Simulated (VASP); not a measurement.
# Be7Te (P-43m) in VASP: single point with PBE

Aim: the single point of Be7Te with PBE.

All numbers are computed with VASP 6.6.1; they aren't measurements. Logs are shortened: lines on timing, memory, paths and dates and some standing lists are left out, and cuts for length are marked.

## 1. The cell of the first run

The structure is cubic, space group P-43m (No. 215). Conventional cell: a = 5.083 Å, b = 5.083 Å, c = 5.083 Å, α = 90.00°, β = 90.00°, γ = 90.00°. Be (site symmetry 3m) has 6 Be at 2.08 to 2.13 Å within 2.8 Å. Be (site symmetry -42m) has 4 Be at 2.08 Å within 2.8 Å. Within 4.2 Å of Te (site symmetry -43m) lie 28 Be at 3.10 to 4.15 Å.

The cell was built from a structure type or drawn by symmetry, and may not be a known phase.

## 2. Single point, PBE

INCAR reads:

```
SYSTEM = Be7Te
PREC = Accurate
ENCUT = 600
EDIFF = 1E-6
ISMEAR = 0
SIGMA = 0.2
LREAL = .FALSE.
LASPH = .TRUE.
NELM = 120
ALGO = Normal
ISIF = 2
LWAVE = .FALSE.
LCHARG = .FALSE.
GGA = PE
NBANDS = 20
GGA_COMPAT = .FALSE.
```

KPOINTS reads:

```
Automatic mesh
0
G
  4 4 4
  0 0 0
```

POSCAR reads:

```
Be7Te
1.0
    5.0833434763      0.0000000000      0.0000000000
    0.0000000000      5.0833434763      0.0000000000
    0.0000000000      0.0000000000      5.0833434763
Be Te
7 1
Direct
    0.3519958675      0.3519958675      0.3519958675
    0.0000000000      0.5000000000      0.5000000000
    0.5000000000      0.5000000000      0.0000000000
    0.5000000000      0.0000000000      0.5000000000
    0.6480041325      0.3519958675      0.6480041325
    0.6480041325      0.6480041325      0.3519958675
    0.3519958675      0.6480041325      0.6480041325
    0.0000000000      0.0000000000      0.0000000000
```

Potentials or basis: VASP PAW PBE potentials, release 64 (Be, Te).

The run is started by

```bash
$ cat potpaw_PBE.64/Be/POTCAR potpaw_PBE.64/Te/POTCAR > POTCAR
$ mpirun -np 1 vasp_std > vasp.out
```

OUTCAR:

```text
SYSTEM = Be7Te
   PREC = Accurate
   ENCUT = 600
   EDIFF = 1E-6
   ISMEAR = 0
   LREAL = .FALSE.
   LASPH = .TRUE.
   NELM = 120
   ISIF = 2
   GGA = PE

 ion  position               nearest neighbor table
   1  0.352  0.352  0.352-   2 2.08   3 2.08   4 2.08   5 2.13   6 2.13   7 2.13
   2  0.000  0.500  0.500-   1 2.08   5 2.08   6 2.08   7 2.08
   3  0.500  0.500  0.000-   1 2.08   5 2.08   6 2.08   7 2.08
   4  0.500  0.000  0.500-   1 2.08   5 2.08   6 2.08   7 2.08
   5  0.648  0.352  0.648-   2 2.08   3 2.08   4 2.08   1 2.13   6 2.13   7 2.13
   6  0.648  0.648  0.352-   2 2.08   3 2.08   4 2.08   1 2.13   5 2.13   7 2.13
   7  0.352  0.648  0.648-   2 2.08   3 2.08   4 2.08   1 2.13   5 2.13   6 2.13
   8  0.000  0.000  0.000-

  LATTYP: Found a simple cubic cell.
 ALAT       =     5.0833434763

  Lattice vectors:

 A1 = (   5.0833434763,   0.0000000000,   0.0000000000)
 A2 = (   0.0000000000,   5.0833434763,   0.0000000000)
 A3 = (   0.0000000000,   0.0000000000,   5.0833434763)

Analysis of symmetry for initial positions (statically):
=====================================================================
 Subroutine PRICEL returns:
 Original cell was already a primitive cell.

 Routine SETGRP: Setting up the symmetry group for a
 simple cubic supercell.

 Subroutine GETGRP returns: Found 24 space group operations
 (whereof 24 operations were pure point group operations)
 out of a pool of 48 trial point group operations.

The static configuration has the point symmetry T_d .

Analysis of symmetry for dynamics (positions and initial velocities):
=====================================================================
 Subroutine PRICEL returns:
 Original cell was already a primitive cell.

 Routine SETGRP: Setting up the symmetry group for a
 simple cubic supercell.

 Subroutine GETGRP returns: Found 24 space group operations
 (whereof 24 operations were pure point group operations)
 out of a pool of 48 trial point group operations.

The dynamic configuration has the point symmetry T_d .

 Subroutine INISYM returns: Found 24 space group operations
 (whereof 24 operations are pure point group operations),
 and found     1 'primitive' translations

----------------------------------------------------------------------------------------

                                     Primitive cell

  volume of cell :     131.3555

  direct lattice vectors                    reciprocal lattice vectors
     5.083343476  0.000000000  0.000000000     0.196720919  0.000000000  0.000000000
     0.000000000  5.083343476  0.000000000     0.000000000  0.196720919  0.000000000
     0.000000000  0.000000000  5.083343476     0.000000000  0.000000000  0.196720919

  length of vectors
     5.083343476  5.083343476  5.083343476     0.196720919  0.196720919  0.196720919

  position of ions in fractional coordinates (direct lattice)
     0.351995868  0.351995868  0.351995868
     0.000000000  0.500000000  0.500000000
     0.500000000  0.500000000  0.000000000
     0.500000000  0.000000000  0.500000000
     0.648004132  0.351995868  0.648004132
     0.648004132  0.648004132  0.351995868
     0.351995868  0.648004132  0.648004132
     0.000000000  0.000000000  0.000000000

  ion indices of the primitive-cell ions
   primitive index   ion index
                 1           1
                 2           2
                 3           3
                 4           4
                 5           5
                 6           6
                 7           7
                 8           8

----------------------------------------------------------------------------------------

 KPOINTS: Automatic mesh

Automatic generation of k-mesh.
 Grid dimensions read from file:
 generate k-points for:    4    4    4

 Generating k-lattice:

  Cartesian coordinates                     Fractional coordinates (reciprocal lattice)
     0.049180230  0.000000000  0.000000000     0.250000000  0.000000000  0.000000000
     0.000000000  0.049180230  0.000000000     0.000000000  0.250000000  0.000000000
     0.000000000  0.000000000  0.049180230     0.000000000  0.000000000  0.250000000

  Length of vectors
     0.049180230  0.049180230  0.049180230

  Shift w.r.t. Gamma in fractional coordinates (k-lattice)
     0.000000000  0.000000000  0.000000000

 Subroutine IBZKPT returns following result:
 ===========================================

 Found     10 irreducible k-points:

 Following reciprocal coordinates:
            Coordinates               Weight
  0.000000  0.000000  0.000000      1.000000
  0.250000  0.000000  0.000000      6.000000
  0.500000  0.000000  0.000000      3.000000
  0.250000  0.250000  0.000000     12.000000
  0.500000  0.250000  0.000000     12.000000
  0.500000  0.500000  0.000000      3.000000
  0.250000  0.250000  0.250000      8.000000
  0.500000  0.250000  0.250000     12.000000
  0.500000  0.500000  0.250000      6.000000
  0.500000  0.500000  0.500000      1.000000
   k-points           NKPTS =     10   k-points in BZ     NKDIM =     10   number of bands    NBANDS=     20
   number of dos      NEDOS =    301   number of ions     NIONS =      8
   total plane-waves  NPLWV =  74088
   dimension x,y,z NGX =    42 NGY =   42 NGZ =   42
   dimension x,y,z NGXF=    84 NGYF=   84 NGZF=   84
   ions per type =               7   1
   NGX,Y,Z   is equivalent  to a cutoff of  13.74, 13.74, 13.74 a.u.
   NGXF,Y,Z  is equivalent  to a cutoff of  27.47, 27.47, 27.47 a.u.
 SYSTEM =  Be7Te
   PREC   = accura    normal or accurate (medium, high low for compatibility)
   ISTART =      0    job   : 0-new  1-cont  2-samecut
   ICHARG =      2    charge: 1-file 2-atom 10-const
   ISPIN  =      1    spin polarized calculation?
   LNONCOLLINEAR =      F non collinear calculations
   LSORBIT =      F    spin-orbit coupling
   LASPH  =      T    aspherical Exc in radial PAW
   ENCUT  =  600.0 eV  44.10 Ry    6.64 a.u.  10.15 10.15 10.15*2*pi/ulx,y,z
   NELM   =    120;   NELMIN=  2; NELMDL= -5     # of ELM steps
   EDIFF  = 0.1E-05   stopping-criterion for ELM
   LREAL  =      F    real-space projection
   EDIFFG = 0.1E-04   stopping-criterion for IOM
   NSW    =      0    number of steps for IOM
   IBRION =     -1    ionic relax: 0-MD 1-quasi-New 2-CG
   NFREE  =      0    steps in history (QN), initial steepest desc. (CG)
   ISIF   =      2    stress and relaxation
   ISYM   =      2    0-nonsym 1-usesym 2-fastsym
   POTIM  = 0.5000    time-step for ionic-motion
   TEBEG  =    0.0;   TEEND  =   0.0 temperature during run
   PSTRESS=    0.0 pullay stress
   NELECT =      20.0000    total number of electrons
   NUPDOWN=      -1.0000    fix difference up-down
   EMIN   =  10.00;   EMAX   =-10.00  energy-range for DOS
   EFERMI =   0.00;   METHOD = LEGACY
   ISMEAR =     0;   SIGMA  =   0.20  broadening in eV -4-tet -1-fermi 0-gaus
   EFERMI_NEDOS =   21; number of points for ismear=-14 and -15
   IALGO  =     38    algorithm
   IMIX   =      4    mixing-type and parameters
     AMIX     =   0.40;   BMIX     =  1.00
     AMIX_MAG =   1.60;   BMIX_MAG =  1.00
  volume/ion in A,a.u.               =      16.42       110.80
  Fermi-wavevector in a.u.,A,eV,Ry     =   0.874182  1.651965 10.397502  0.764195
  Thomas-Fermi vector in A             =   1.993678
   LORBIT       =      0    0 simple, 1 ext, 2 COOP (PROOUT), +10 PAW based schemes
   GGA     = PE    functional components
   LHFCALC =     F    Hartree Fock is set to
   AEXX    =    0.0000 exact exchange contribution
   IVDW    =     0    specifies the selected vdW correction
   LEPSILON=     F    determine dielectric tensor
   LRPA    =     F    only Hartree local field effects (RPA)
 non-spin polarized calculation
 Gauss-broadening in eV      SIGMA  =   0.20
  energy-cutoff  :      600.00
  volume of cell :      131.36
 maximum number of plane-waves:      4428
 NGX is ok and might be reduce to    42
   NGX = 21   NGY = 21   NGZ = 21

 number of electron      20.0000001 magnetization

 Free energy of the ion-electron system (eV)
  ---------------------------------------------------
  ext. energy  EPLUGINS =         0.00000000
  ---------------------------------------------------
  free energy    TOTEN  =       -21.29307362 eV

  energy without entropy =      -21.20886865  energy(sigma->0) =      -21.25097114

 E-fermi :   3.0621     XC(G=0):  -8.6716

 val. band max:        2.9910770916   @ k =   0.5000   0.2500   0.0000
 cond. band min:       3.1605463746   @ k =   0.2500   0.2500   0.0000
 fundamental gap:      0.1694692830
 Fermi energy:         3.0620972058

 k-point     1 :       0.0000    0.0000    0.0000
  band No.  band energies     occupation
      1      -8.0507      2.00000
      2      -3.8111      2.00000
      3      -0.5003      2.00000
      4      -0.5002      2.00000
      5      -0.5002      2.00000
      6       0.6748      2.00000
[... 12 lines left out ...]
     19       8.1398      0.00000
     20       8.1398      0.00000

 k-point     2 :       0.2500    0.0000    0.0000
  band No.  band energies     occupation
      1      -7.9793      2.00000
      2      -3.9292      2.00000
      3      -1.1254      2.00000
      4      -0.2345      2.00000
      5      -0.2345      2.00000
      6       0.5112      2.00000
[... 12 lines left out ...]
     19       8.9901      0.00000
     20       8.9901      0.00000
[... 143 lines left out ...]
      3      -1.8644      2.00000
      4      -1.8644      2.00000
      5      -0.5322      2.00000
      6      -0.1417      2.00000
[... 12 lines left out ...]
     19       9.8110      0.00000
     20       9.8110      0.00000

 k-point    10 :       0.5000    0.5000    0.5000
  band No.  band energies     occupation
      1      -7.6933      2.00000
      2      -3.1976      2.00000
      3      -1.1961      2.00000
      4      -1.1961      2.00000
      5      -1.1961      2.00000
      6      -0.7215      2.00000
[... 12 lines left out ...]
     19       9.1301      0.00000
     20       9.1301      0.00000

------------------------ aborting loop because EDIFF is reached ----------------------------------------

  FORCE on cell =-STRESS in cart. coord.  units (eV):
  Direction    XX          YY          ZZ          XY          YZ          ZX
  --------------------------------------------------------------------------------------
  -------------------------------------------------------------------------------------
  Total       -0.0106029     -0.0106029     -0.0106029      0.0000000      0.0000000     -0.0000000
  in kB       -0.1293260     -0.1293260     -0.1293260      0.0000000      0.0000000     -0.0000000
  external PRESSURE =      -0.1293260 kB  Pullay stress =       0.0000000 kB

 VOLUME and BASIS-vectors are now :
 -----------------------------------------------------------------------------
  energy-cutoff  :      600.00
  volume of cell :      131.36
      direct lattice vectors                 reciprocal lattice vectors
     5.083343476  0.000000000  0.000000000     0.196720919  0.000000000  0.000000000
     0.000000000  5.083343476  0.000000000     0.000000000  0.196720919  0.000000000
     0.000000000  0.000000000  5.083343476     0.000000000  0.000000000  0.196720919

 POSITION                                       TOTAL-FORCE (eV/Angst)
 -----------------------------------------------------------------------------------
      1.78932      1.78932      1.78932        -0.021557     -0.021557     -0.021557
      0.00000      2.54167      2.54167         0.000000      0.000000     -0.000000
      2.54167      2.54167      0.00000         0.000000      0.000000     -0.000000
      2.54167      0.00000      2.54167         0.000000      0.000000     -0.000000
      3.29403      1.78932      3.29403         0.021557     -0.021557      0.021557
      3.29403      3.29403      1.78932         0.021557      0.021557     -0.021557
      1.78932      3.29403      3.29403        -0.021557      0.021557      0.021557
      0.00000      0.00000      0.00000         0.000000      0.000000     -0.000000
 -----------------------------------------------------------------------------------
    total drift:                                0.000000      0.000000      0.000000

  FREE ENERGIE OF THE ION-ELECTRON SYSTEM (eV)
  ---------------------------------------------------
  free  energy   TOTEN  =       -21.2930736201 eV

  energy  without entropy=      -21.2088686519  energy(sigma->0) =      -21.25097114
```

It took 18 s on 1 thread of Intel Xeon 6975P-C (Granite Rapids), shared host; peak memory 0.25 GiB.

What came out:

| Property | Result |
| --- | --- |
| Free energy | -21.2931 eV |
| Pressure | 0.0 GPa |
| Largest force | 0.037 eV/Å |
| Band gap on the k mesh | zero (bands 10 and 11 overlap by 1.52 eV) |

Forces in eV/Å, atoms in the order of the input:
```
Be  -0.022 -0.022 -0.022
Be   0.000  0.000  0.000
Be   0.000  0.000  0.000
Be   0.000  0.000  0.000
Be   0.022 -0.022  0.022
Be   0.022  0.022 -0.022
Be  -0.022  0.022  0.022
Te   0.000  0.000  0.000
```

Levels at points of the mesh, in eV from the Fermi level:
```csv
k point,band 7,band 8,band 9,band 10,band 11,band 12,band 13,band 14
"(0.00, 0.00, 0.00)",-2.39,-1.19,-1.19,-1.19,-1.00,1.92,1.92,1.92
"(0.50, 0.00, 0.00)",-2.37,-2.37,-2.07,0.14,0.64,1.34,1.34,1.71
"(0.50, 0.50, 0.00)",-1.64,-1.41,-1.41,-1.03,0.33,0.33,0.44,1.67
"(0.50, 0.50, 0.50)",-3.78,-3.78,0.52,0.52,1.80,2.03,2.03,2.03
```

Caveat: spin-orbit coupling is left out, which moves the levels of the heavy elements.
